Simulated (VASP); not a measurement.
# Te (P3_221) in VASP: further runs

Aim: see how the results for Te move with the level of theory and the settings. Levels: PBE, LDA, PBEsol, r2SCAN. Tasks: single point.

Everything below comes from runs of VASP 6.6.1. Logs are shortened: lines on timing, memory, paths and dates and some standing lists are left out, and cuts for length are marked.

## Step 1: The cell of the first run

It takes space group P3_221 (No. 154, trigonal). The conventional cell has a = 4.447 Å, b = 4.447 Å, c = 5.915 Å, α = 90.00°, β = 90.00°, γ = 120.00°. Te (site symmetry 2) has 6 Te at 2.86 to 3.46 Å within 3.8 Å.

## Step 2: Single point, PBE

INCAR reads:

```
SYSTEM = Te
PREC = Accurate ; ENCUT = 520
EDIFF = 1E-6 ; ISMEAR = 0
SIGMA = 0.01 ; LREAL = .False.
LASPH = .True. ; NELM = 60
ALGO = Normal ; ISIF = 2
LWAVE = .False. ; LCHARG = .False.
GGA = PE ; NBANDS = 16
```

KPOINTS reads:

```
Automatic mesh
0
Gamma
  9 9 6
  0 0 0
```

POSCAR reads:

```
Te
1.0
    4.4469268669      0.0000000000      0.0000000000
   -2.2234634334      3.8511516355      0.0000000000
    0.0000000000      0.0000000000      5.9149200000
Te
3
Direct
    0.2690000000      0.0000000000      0.1666666667
    0.0000000000      0.2690000000      0.8333333333
    0.7310000000      0.7310000000      0.5000000000
```

Potentials or basis: VASP PAW PBE potentials, release 64 (Te).

Command:

```
$ cat potpaw_PBE.64/Te/POTCAR > POTCAR
$ mpirun -np 1 vasp_std > vasp.out
```

OUTCAR:

```text
SYSTEM = Te
   PREC = Accurate
   ENCUT = 520
   EDIFF = 1E-6
   ISMEAR = 0
   LREAL = .False.
   LASPH = .True.
   NELM = 60
   ISIF = 2
   GGA = PE

 ion  position               nearest neighbor table
   1  0.269  0.000  0.167-   3 2.86   2 2.86   3 3.46   3 3.46   2 3.46   2 3.46
   2  0.000  0.269  0.833-   3 2.86   1 2.86   3 3.46   3 3.46   1 3.46   1 3.46
   3  0.731  0.731  0.500-   2 2.86   1 2.86   2 3.46   1 3.46   1 3.46   2 3.46

  LATTYP: Found a hexagonal cell.
 ALAT       =     4.4469268669
 C/A-ratio  =     1.3301140714

  Lattice vectors:

 A1 = (   4.4469268669,   0.0000000000,   0.0000000000)
 A2 = (  -2.2234634334,   3.8511516355,   0.0000000000)
 A3 = (   0.0000000000,   0.0000000000,   5.9149200000)

Analysis of symmetry for initial positions (statically):
=====================================================================
 Subroutine PRICEL returns:
 Original cell was already a primitive cell.

 Routine SETGRP: Setting up the symmetry group for a
 hexagonal supercell.

 Subroutine GETGRP returns: Found  6 space group operations
 (whereof  2 operations were pure point group operations)
 out of a pool of 24 trial point group operations.

The static configuration has the point symmetry C_2 .
 The point group associated with its full space group is D_3 .

Analysis of symmetry for dynamics (positions and initial velocities):
=====================================================================
 Subroutine PRICEL returns:
 Original cell was already a primitive cell.

 Routine SETGRP: Setting up the symmetry group for a
 hexagonal supercell.

 Subroutine GETGRP returns: Found  6 space group operations
 (whereof  2 operations were pure point group operations)
 out of a pool of 24 trial point group operations.

The dynamic configuration has the point symmetry C_2 .
 The point group associated with its full space group is D_3 .

 Subroutine INISYM returns: Found  6 space group operations
 (whereof  2 operations are pure point group operations),
 and found     1 'primitive' translations

----------------------------------------------------------------------------------------

                                     Primitive cell

  volume of cell :     101.2977

  direct lattice vectors                    reciprocal lattice vectors
     4.446926867  0.000000000  0.000000000     0.224874398  0.129831294  0.000000000
    -2.223463433  3.851151635  0.000000000     0.000000000  0.259662588  0.000000000
     0.000000000  0.000000000  5.914920000     0.000000000  0.000000000  0.169063994

  length of vectors
     4.446926867  4.446926867  5.914920000     0.259662588  0.259662588  0.169063994

  position of ions in fractional coordinates (direct lattice)
     0.269000000  0.000000000  0.166666667
     0.000000000  0.269000000  0.833333333
     0.731000000  0.731000000  0.500000000

  ion indices of the primitive-cell ions
   primitive index   ion index
                 1           1
                 2           2
                 3           3

----------------------------------------------------------------------------------------

 KPOINTS: Automatic mesh

Automatic generation of k-mesh.
 Grid dimensions read from file:
 generate k-points for:    9    9    6

 Generating k-lattice:

  Cartesian coordinates                     Fractional coordinates (reciprocal lattice)
     0.024986044  0.014425699  0.000000000     0.111111111 -0.000000000  0.000000000
     0.000000000  0.028851399  0.000000000     0.000000000  0.111111111  0.000000000
     0.000000000  0.000000000  0.028177332     0.000000000  0.000000000  0.166666667

  Length of vectors
     0.028851399  0.028851399  0.028177332

  Shift w.r.t. Gamma in fractional coordinates (k-lattice)
     0.000000000  0.000000000  0.000000000

 Subroutine IBZKPT returns following result:
 ===========================================

 Found     62 irreducible k-points:

 Following reciprocal coordinates:
            Coordinates               Weight
  0.000000  0.000000  0.000000      1.000000
  0.111111 -0.000000  0.000000      6.000000
  0.222222 -0.000000  0.000000      6.000000
  0.333333 -0.000000  0.000000      6.000000
  0.444444 -0.000000  0.000000      6.000000
  0.111111  0.111111  0.000000      6.000000
[... 16 lines left out ...]
  0.222222  0.111111  0.166667     12.000000
 -0.111111  0.333333  0.166667     12.000000
 [... further k-points ...]
   k-points           NKPTS =     62   k-points in BZ     NKDIM =     62   number of bands    NBANDS=     16
   number of dos      NEDOS =    301   number of ions     NIONS =      3
   total plane-waves  NPLWV =  62208
   dimension x,y,z NGX =    36 NGY =   36 NGZ =   48
   dimension x,y,z NGXF=    72 NGYF=   72 NGZF=   96
   ions per type =               3
   NGX,Y,Z   is equivalent  to a cutoff of  13.46, 13.46, 13.49 a.u.
   NGXF,Y,Z  is equivalent  to a cutoff of  26.92, 26.92, 26.98 a.u.
 SYSTEM =  Te
   PREC   = accura    normal or accurate (medium, high low for compatibility)
   ISTART =      0    job   : 0-new  1-cont  2-samecut
   ICHARG =      2    charge: 1-file 2-atom 10-const
   ISPIN  =      1    spin polarized calculation?
   LNONCOLLINEAR =      F non collinear calculations
   LSORBIT =      F    spin-orbit coupling
   LASPH  =      T    aspherical Exc in radial PAW
   ENCUT  =  520.0 eV  38.22 Ry    6.18 a.u.   8.27  8.27 11.00*2*pi/ulx,y,z
   NELM   =     60;   NELMIN=  2; NELMDL= -5     # of ELM steps
   EDIFF  = 0.1E-05   stopping-criterion for ELM
   LREAL  =      F    real-space projection
   EDIFFG = 0.1E-04   stopping-criterion for IOM
   NSW    =      0    number of steps for IOM
   IBRION =     -1    ionic relax: 0-MD 1-quasi-New 2-CG
   NFREE  =      0    steps in history (QN), initial steepest desc. (CG)
   ISIF   =      2    stress and relaxation
   ISYM   =      2    0-nonsym 1-usesym 2-fastsym
   POTIM  = 0.5000    time-step for ionic-motion
   TEBEG  =    0.0;   TEEND  =   0.0 temperature during run
   PSTRESS=    0.0 pullay stress
   NELECT =      18.0000    total number of electrons
   NUPDOWN=      -1.0000    fix difference up-down
   EMIN   =  10.00;   EMAX   =-10.00  energy-range for DOS
   EFERMI =   0.00;   METHOD = LEGACY
   ISMEAR =     0;   SIGMA  =   0.01  broadening in eV -4-tet -1-fermi 0-gaus
   EFERMI_NEDOS =   21; number of points for ismear=-14 and -15
   IALGO  =     38    algorithm
   IMIX   =      4    mixing-type and parameters
     AMIX     =   0.40;   BMIX     =  1.00
     AMIX_MAG =   1.60;   BMIX_MAG =  1.00
  volume/ion in A,a.u.               =      33.77       227.86
  Fermi-wavevector in a.u.,A,eV,Ry     =   0.920377  1.739261 11.525415  0.847094
  Thomas-Fermi vector in A             =   2.045676
   LORBIT       =      0    0 simple, 1 ext, 2 COOP (PROOUT), +10 PAW based schemes
   GGA     = PE    functional components
   LHFCALC =     F    Hartree Fock is set to
   AEXX    =    0.0000 exact exchange contribution
   IVDW    =     0    specifies the selected vdW correction
   LEPSILON=     F    determine dielectric tensor
   LRPA    =     F    only Hartree local field effects (RPA)
 non-spin polarized calculation
 Gauss-broadening in eV      SIGMA  =   0.01
  energy-cutoff  :      520.00
  volume of cell :      101.30
 maximum number of plane-waves:      2754
 NGX is ok and might be reduce to    36
   NGX = 17   NGY = 17   NGZ = 21

 number of electron      17.9999999 magnetization

 Free energy of the ion-electron system (eV)
  ---------------------------------------------------
  ext. energy  EPLUGINS =         0.00000000
  ---------------------------------------------------
  free energy    TOTEN  =        -9.41278738 eV

  energy without entropy =       -9.41278738  energy(sigma->0) =       -9.41278738

 E-fermi :   6.1244     XC(G=0):  -9.0923

 val. band max:        6.0185745755   @ k =   0.3333   0.3333   0.5000
 cond. band min:       6.1875210456   @ k =   0.3333   0.3333   0.5000
 fundamental gap:      0.1689464701
 Fermi energy:         6.1243528389

 k-point     1 :       0.0000    0.0000    0.0000
  band No.  band energies     occupation
      1      -7.6388      2.00000
      2      -4.3132      2.00000
      3      -4.3132      2.00000
      4       2.9360      2.00000
      5       3.2603      2.00000
      6       3.2603      2.00000
[... 8 lines left out ...]
     15      12.0112      0.00000
     16      12.2781      0.00000

 k-point     2 :       0.1111   -0.0000    0.0000
  band No.  band energies     occupation
      1      -7.5546      2.00000
      2      -4.3378      2.00000
      3      -4.2897      2.00000
      4       2.3095      2.00000
      5       2.8273      2.00000
      6       3.0661      2.00000
[... 8 lines left out ...]
     15      12.0760      0.00000
     16      12.3217      0.00000

 k-point     3 :       0.2222   -0.0000    0.0000
  band No.  band energies     occupation
      1      -7.3132      2.00000
      2      -4.4521      2.00000
      3      -4.2253      2.00000
      4       1.5205      2.00000
      5       2.2468      2.00000
      6       2.6937      2.00000
[... 8 lines left out ...]
     15      12.2916      0.00000
     16      12.9409      0.00000

 k-point     4 :       0.3333   -0.0000    0.0000
  band No.  band energies     occupation
      1      -6.9604      2.00000
      2      -4.7101      2.00000
      3      -4.1438      2.00000
      4       1.1463      2.00000
      5       1.7930      2.00000
      6       2.3891      2.00000
[... 8 lines left out ...]
     15      13.0485      0.00000
     16      13.8830      0.00000

 k-point     5 :       0.4444   -0.0000    0.0000
  band No.  band energies     occupation
      1      -6.6342      2.00000
      2      -5.0070      2.00000
      3      -4.0859      2.00000
      4       1.1278      2.00000
      5       1.5895      2.00000
      6       2.3074      2.00000
[... 8 lines left out ...]
     15      14.2734      0.00000
     16      14.7991      0.00000

 k-point     6 :       0.1111    0.1111    0.0000
  band No.  band energies     occupation
      1      -7.3914      2.00000
      2      -4.3915      2.00000
      3      -4.2629      2.00000
      4       1.7787      2.00000
      5       2.1234      2.00000
      6       3.1287      2.00000
[... 8 lines left out ...]
     15      12.3732      0.00000
     16      12.7031      0.00000

 k-point     7 :       0.2222    0.1111    0.0000
  band No.  band energies     occupation
      1      -7.0912      2.00000
      2      -4.5523      2.00000
      3      -4.2276      2.00000
      4       1.3012      2.00000
      5       1.6853      2.00000
      6       2.8259      2.00000
[... 8 lines left out ...]
     15      12.9760      0.00000
     16      13.4042      0.00000

 k-point     8 :       0.3333    0.1111    0.0000
  band No.  band energies     occupation
      1      -6.7337      2.00000
      2      -4.8360      2.00000
      3      -4.1898      2.00000
      4       1.1668      2.00000
      5       1.5378      2.00000
      6       2.4668      2.00000
[... 8 lines left out ...]
     15      13.9403      0.00000
     16      14.3073      0.00000

 k-point     9 :       0.4444    0.1111    0.0000
  band No.  band energies     occupation
      1      -6.5403      2.00000
      2      -5.0138      2.00000
      3      -4.1732      2.00000
      4       1.2041      2.00000
      5       1.5491      2.00000
      6       2.4718      2.00000
[... 8 lines left out ...]
     15      13.7669      0.00000
     16      14.8934      0.00000
[... 172 lines left out ...]
 k-point    19 :       0.0000    0.3333    0.1667
  band No.  band energies     occupation
      1      -6.8830      2.00000
      2      -4.9853      2.00000
      3      -4.0113      2.00000
      4       1.5039      2.00000
      5       1.9574      2.00000
      6       2.6755      2.00000
[... 8 lines left out ...]
     15      12.6109      0.00000
     16      12.9802      0.00000

 k-point    20 :       0.4444   -0.0000    0.1667
  band No.  band energies     occupation
      1      -6.5476      2.00000
      2      -5.2226      2.00000
      3      -3.9532      2.00000
      4       0.8701      2.00000
      5       1.3719      2.00000
      6       2.3194      2.00000
[... 8 lines left out ...]
     15      14.0223      0.00000
     16      14.4974      0.00000

 k-point    21 :       0.0000    0.4444    0.1667
  band No.  band energies     occupation
      1      -6.5683      2.00000
      2      -5.0931      2.00000
      3      -4.1263      2.00000
      4       1.2932      2.00000
      5       1.3995      2.00000
      6       2.3937      2.00000
[... 8 lines left out ...]
     15      13.7238      0.00000
     16      14.2075      0.00000

 k-point    22 :       0.1111    0.1111    0.1667
  band No.  band energies     occupation
      1      -7.2943      2.00000
      2      -5.1514      2.00000
      3      -3.5355      2.00000
      4       1.8596      2.00000
      5       2.1527      2.00000
      6       3.0886      2.00000
[... 8 lines left out ...]
     15      12.2229      0.00000
     16      12.4658      0.00000

 k-point    23 :       0.2222    0.1111    0.1667
  band No.  band energies     occupation
      1      -6.9958      2.00000
      2      -5.1195      2.00000
      3      -3.7120      2.00000
      4       1.1735      2.00000
      5       1.7244      2.00000
      6       2.6792      2.00000
[... 8 lines left out ...]
     15      13.0922      0.00000
     16      13.6914      0.00000

 k-point    24 :      -0.1111    0.3333    0.1667
  band No.  band energies     occupation
      1      -7.0041      2.00000
      2      -5.0385      2.00000
      3      -3.8451      2.00000
      4       1.4660      2.00000
      5       1.8886      2.00000
      6       2.9077      2.00000
[... 8 lines left out ...]
     15      12.6377      0.00000
     16      13.0289      0.00000

 [... further k-points ...]
[... 5 lines left out ...]
  --------------------------------------------------------------------------------------
  -------------------------------------------------------------------------------------
  Total        0.9588996      0.9588996      1.2986675      0.0000000      0.0000000     -0.0000000
  in kB       15.1664599     15.1664599     20.5404081      0.0000000      0.0000000     -0.0000000
  external PRESSURE =      16.9577760 kB  Pullay stress =       0.0000000 kB

 VOLUME and BASIS-vectors are now :
 -----------------------------------------------------------------------------
  energy-cutoff  :      520.00
  volume of cell :      101.30
      direct lattice vectors                 reciprocal lattice vectors
     4.446926867  0.000000000  0.000000000     0.224874398  0.129831294  0.000000000
    -2.223463433  3.851151635  0.000000000     0.000000000  0.259662588  0.000000000
     0.000000000  0.000000000  5.914920000     0.000000000  0.000000000  0.169063994

 POSITION                                       TOTAL-FORCE (eV/Angst)
 -----------------------------------------------------------------------------------
      1.19622      0.00000      0.98582         0.187751      0.000000     -0.000000
     -0.59811      1.03596      4.92910        -0.093875      0.162597      0.000000
      1.62535      2.81519      2.95746        -0.093875     -0.162597      0.000000
 -----------------------------------------------------------------------------------
    total drift:                               -0.000000      0.000000      0.000000

  FREE ENERGIE OF THE ION-ELECTRON SYSTEM (eV)
  ---------------------------------------------------
  free  energy   TOTEN  =        -9.4127873786 eV

  energy  without entropy=       -9.4127873786  energy(sigma->0) =       -9.41278738
```

It took 31 s on 1 thread of Intel Xeon 6975P-C (Granite Rapids), shared host; peak memory 0.27 GiB.

Results:

* Free energy: -9.4128 eV
* Pressure: 1.7 GPa
* Largest force: 0.188 eV/Å
* Band gap on the k mesh: 0.17 eV, direct

Forces on the atoms (eV/Å):
```
Te   0.188  0.000  0.000
Te  -0.094  0.163  0.000
Te  -0.094 -0.163  0.000
```

Stress tensor (GPa, compression positive):
```
1.52 0.00 0.00
0.00 1.52 0.00
0.00 0.00 2.05
```

Caveat: spin-orbit coupling is left out, which moves the levels of the heavy elements. A k mesh can miss the band edges.

[end of part 1 of 2]
